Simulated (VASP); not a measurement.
# BaZrO3 (Pm-3m) in VASP: settings compared, part 2 of 2

VASP 6.6.1. Earlier steps stand in the parts before.

### Step 4. Relaxation of cell and atoms, PBEsol+U

This run uses another cell than the first one, of 14.73 Å³/atom.

INCAR reads:

```
PREC = Accurate ; ENCUT = 600
EDIFF = 1E-6 ; ISMEAR = -1
SIGMA = 0.05 ; LREAL = F
LASPH = T ; NELM = 150
ALGO = Normal ; ISIF = 3
LWAVE = F ; LCHARG = F
LMAXMIX = 4 ; LDAU = T
LDAUTYPE = 2 ; LDAUL = -1 2 -1
LDAUU = 0 8 0 ; LDAUJ = 0 0 0
LDAUPRINT = 1 ; GGA = PS
IBRION = 2 ; NSW = 60
EDIFFG = -0.01
```

KPOINTS reads:

```
Automatic mesh
0
Gamma
  6 6 6
```

POSCAR reads:

```
BaZrO3
1.0
    4.1913400000      0.0000000000      0.0000000000
    0.0000000000      4.1913400000      0.0000000000
    0.0000000000      0.0000000000      4.1913400000
Ba Zr O
1 1 3
Direct
    0.0000000000      0.0000000000      0.0000000000
    0.5000000000      0.5000000000      0.5000000000
    0.5000000000      0.5000000000      0.0000000000
    0.5000000000      0.0000000000      0.5000000000
    0.0000000000      0.5000000000      0.5000000000
```

On the command line:

```console
$ cat potpaw_PBE.64/Ba_sv/POTCAR potpaw_PBE.64/Zr_sv/POTCAR potpaw_PBE.64/O/POTCAR > POTCAR
$ mpirun -np 1 vasp_std > vasp.out
```

Wall time 1.8 min (1 thread of Oxide Virtual Turin-like, shared host); peak memory 0.21 GiB.

The run converged. Its results:

* Free energy: -39.3394 eV
* Relaxed volume: 15.48 Å³/atom
* Relaxed cell: a = 4.261 Å, b = 4.261 Å, c = 4.261 Å, α = 90.00°, β = 90.00°, γ = 90.00°
* Space group after relaxing (to 0.1 Å): Pm-3m (No. 221)
* Energy gained by relaxing: 18.1 meV/atom
* Ionic steps: 3
* Pressure after relaxing: -0.1 GPa
* Band gap on the k mesh: 4.12 eV (least direct gap 4.49 eV)

Step by step:
| step | energy change (eV) | largest force (eV/Å) | pressure (GPa) | volume (Å³) |
| --- | --- | --- | --- | --- |
| 1 | 0.0000 | 0.0000 | 8.19 | 73.63 |
| 2 | 0.0258 | 0.0000 | -7.68 | 81.94 |
| 3 | -0.0905 | 0.0000 | -0.09 | 77.38 |

Final structure:
```
CELL_PARAMETERS angstrom
4.26122 0.00000 0.00000
0.00000 4.26122 0.00000
0.00000 0.00000 4.26122
ATOMIC_POSITIONS crystal
Ba 0.00000 0.00000 0.00000
Zr 0.50000 0.50000 0.50000
O 0.50000 0.50000 0.00000
O 0.50000 0.00000 0.50000
O 0.00000 0.50000 0.50000
```

Levels at points of the mesh, in eV from the valence-band top:
```
           k point  band 18  band 19  band 20  band 21  band 22  band 23
(0.00, 0.00, 0.00)    -0.38    -0.38    -0.38     4.12     4.12     4.12
(0.50, 0.00, 0.00)    -1.51    -0.67    -0.67     4.84     6.14     6.28
(0.50, 0.50, 0.00)    -0.98    -0.98    -0.07     6.14     6.48     6.48
(0.50, 0.50, 0.50)     0.00     0.00     0.00     5.56     5.56     5.56
```

Eigenvalues of the final occupation matrices:
| site | spin | trace | eigenvalues |
| --- | --- | --- | --- |
| site 2 d | 1 | 0.53 | 0.06 0.06 0.06 0.17 0.17 |
| site 2 d | 2 | 0.53 | 0.06 0.06 0.06 0.17 0.17 |

Caveat: the PAW data sets were made with another functional, which shifts forces and pressure a little; spin-orbit coupling is left out, which moves the levels of the heavy elements.

### Step 5. Single point, HSE06

This run uses another cell than the first one, of 14.73 Å³/atom.

POSCAR is that of step 4.

INCAR.step1 reads:

```
PREC = Accurate ; ENCUT = 520
EDIFF = 1E-5 ; ISMEAR = -1
SIGMA = 0.05 ; LREAL = False
LASPH = True ; NELM = 80
ALGO = Normal ; ISIF = 2
LWAVE = True ; LCHARG = False
GGA = PE ; NBANDS = 28
```

INCAR.step2 reads:

```
PREC = Accurate ; ENCUT = 520
EDIFF = 1E-7 ; ISMEAR = -1
SIGMA = 0.05 ; LREAL = False
LASPH = True ; NELM = 80
ALGO = Normal ; ISIF = 2
LWAVE = False ; LCHARG = False
GGA = PE ; LHFCALC = True
HFSCREEN = 0.2079 ; PRECFOCK = Fast
ISTART = 1 ; NBANDS = 28
```

KPOINTS reads:

```
regular mesh
0
Gamma
  4 4 4
```

Potentials or basis: VASP PAW PBE potentials, release 64 (Ba_sv, Zr_sv, O).

On the command line:

```console
$ cat potpaw_PBE.64/Ba_sv/POTCAR potpaw_PBE.64/Zr_sv/POTCAR potpaw_PBE.64/O/POTCAR > POTCAR
$ cp INCAR.step1 INCAR
$ mpirun -np 1 vasp_std > vasp.out
$ cp INCAR.step2 INCAR
$ mpirun -np 1 vasp_std > vasp.out
```

OUTCAR:

```text
PREC = Accurate
   ENCUT = 520
   EDIFF = 1E-7
   ISMEAR = -1
   LREAL = False
   LASPH = True
   NELM = 80
   ISIF = 2
   GGA = PE
   LHFCALC = True
   HFSCREEN = 0.2079
   PRECFOCK = Fast
   ISTART = 1

 ion  position               nearest neighbor table
   1  0.000  0.000  0.000-   3 2.96   4 2.96   5 2.96   4 2.96   5 2.96   3 2.96   5 2.96   5 2.96
                             3 2.96   4 2.96   4 2.96   3 2.96   2 3.63   2 3.63   2 3.63   2 3.63
   2  0.500  0.500  0.500-   3 2.10   4 2.10   5 2.10   3 2.10   4 2.10   5 2.10   1 3.63   1 3.63
                             1 3.63   1 3.63   1 3.63   1 3.63   1 3.63   1 3.63
   3  0.500  0.500  0.000-   2 2.10   2 2.10   1 2.96   1 2.96   1 2.96   1 2.96
   4  0.500  0.000  0.500-   2 2.10   2 2.10   1 2.96   1 2.96   1 2.96   1 2.96
   5  0.000  0.500  0.500-   2 2.10   2 2.10   1 2.96   1 2.96   1 2.96   1 2.96

  LATTYP: Found a simple cubic cell.
 ALAT       =     4.1913400000

  Lattice vectors:

 A1 = (   4.1913400000,   0.0000000000,   0.0000000000)
 A2 = (   0.0000000000,   4.1913400000,   0.0000000000)
 A3 = (   0.0000000000,   0.0000000000,   4.1913400000)
[... 173 lines left out ...]

 E-fermi :   3.9991     XC(G=0):  -8.8650

 val. band max:        2.7528074346   @ k =   0.5000   0.5000   0.5000
 cond. band min:       7.4204061890   @ k =   0.0000   0.0000   0.0000
 fundamental gap:      4.6675987544
 Fermi energy:         3.9990837294

 k-point     1 :       0.0000    0.0000    0.0000
  band No.  band energies     occupation
      1     -47.1396      2.00000
      2     -23.9250      2.00000
      3     -23.9250      2.00000
      4     -23.9250      2.00000
      5     -23.9243      2.00000
      6     -15.2141      2.00000
[... 299 lines left out ...]
     27      13.6571      0.00000
     28      13.6571      0.00000

------------------------ aborting loop because EDIFF is reached ----------------------------------------

  FORCE on cell =-STRESS in cart. coord.  units (eV):
  Direction    XX          YY          ZZ          XY          YZ          ZX
  --------------------------------------------------------------------------------------
  -------------------------------------------------------------------------------------
  Total        0.5291365      0.5291365      0.5291365      0.0000000     -0.0000000     -0.0000000
  in kB       11.5138244     11.5138244     11.5138244      0.0000000     -0.0000000     -0.0000000
  external PRESSURE =      11.5138244 kB  Pullay stress =       0.0000000 kB

 VOLUME and BASIS-vectors are now :
 -----------------------------------------------------------------------------
  energy-cutoff  :      520.00
  volume of cell :       73.63
      direct lattice vectors                 reciprocal lattice vectors
     4.191340000  0.000000000  0.000000000     0.238587182  0.000000000  0.000000000
     0.000000000  4.191340000  0.000000000     0.000000000  0.238587182  0.000000000
     0.000000000  0.000000000  4.191340000     0.000000000  0.000000000  0.238587182

 POSITION                                       TOTAL-FORCE (eV/Angst)
 -----------------------------------------------------------------------------------
      0.00000      0.00000      0.00000         0.000000      0.000000      0.000000
      2.09567      2.09567      2.09567         0.000000      0.000000      0.000000
      2.09567      2.09567      0.00000         0.000000      0.000000      0.000000
      2.09567      0.00000      2.09567         0.000000      0.000000      0.000000
      0.00000      2.09567      2.09567         0.000000      0.000000      0.000000
 -----------------------------------------------------------------------------------
    total drift:                                0.000001      0.000000      0.000001

  FREE ENERGIE OF THE ION-ELECTRON SYSTEM (eV)
  ---------------------------------------------------
  free  energy   TOTEN  =       -49.8103896359 eV

  energy  without entropy=      -49.8103896359  energy(sigma->0) =      -49.81038964
```

Wall time 16 min (1 thread of Oxide Virtual Turin-like, shared host); peak memory 0.27 GiB.

What came out:

| Quantity | Value |
| --- | --- |
| Free energy | -49.8104 eV |
| Pressure | 1.2 GPa |
| Band gap on the k mesh | 4.67 eV (least direct gap 4.96 eV) |

Levels at points of the mesh, in eV from the valence-band top:
```tsv
k point	band 18	band 19	band 20	band 21	band 22	band 23
(0.00, 0.00, 0.00)	-0.29	-0.29	-0.29	4.67	4.67	4.67
(0.50, 0.00, 0.00)	-1.76	-0.57	-0.57	5.15	7.40	7.40
(0.50, 0.50, 0.00)	-1.00	-0.97	-0.08	7.35	7.35	8.13
(0.50, 0.50, 0.50)	0.00	0.00	0.00	7.53	7.53	7.53
```

Caveat: the PAW data sets were made with another functional, which shifts forces and pressure a little; spin-orbit coupling is left out, which moves the levels of the heavy elements. A k mesh can miss the band edges.

### Step 6. Summary

```tsv
task	level	potentials or basis	U	cell	k mesh	cutoff (eV)	grid for exact exchange (PRECFOCK)	share of exact exchange	screening parameter	gap on the mesh (eV)	pressure (GPa)	relaxed volume (Å³/atom)
single point	PBEsol+U	VASP PAW PBE potentials, release 64 (Ba_sv, Zr_sv, O_h)	Zr d U = 8.0 eV	a = 4.220 Å, 5 atoms	6 × 6 × 6	1340	-	-	-	4.19	4.6	-
relaxation of cell and atoms	PBEsol+U	VASP PAW PBE potentials, release 64 (Ba_sv, Zr_sv, O)	Zr d U = 6.0 eV	relaxed from a = 4.191 Å, 5 atoms	6 × 6 × 6	600	-	-	-	3.87	0.0	15.28
relaxation of cell and atoms	PBEsol+U	VASP PAW PBE potentials, release 64 (Ba_sv, Zr_sv, O)	Zr d U = 8.0 eV	relaxed from a = 4.191 Å, 5 atoms	6 × 6 × 6	600	-	-	-	4.12	-0.1	15.48
single point	HSE06	VASP PAW PBE potentials, release 64 (Ba_sv, Zr_sv, O)	-	a = 4.191 Å, 5 atoms	4 × 4 × 4	520	Fast	0.25	0.2079 1/Å	4.67	1.2	-
```

Alike in all rows: no spin polarisation; smearing fermi-dirac 0.05 eV.

Caveats: the PAW data sets were made with another functional, which shifts forces and pressure a little; spin-orbit coupling is left out, which moves the levels of the heavy elements; the cell stands under pressure (at least some runs).

Total energies depend on the potentials used, so only differences within one code and one set of settings carry meaning.
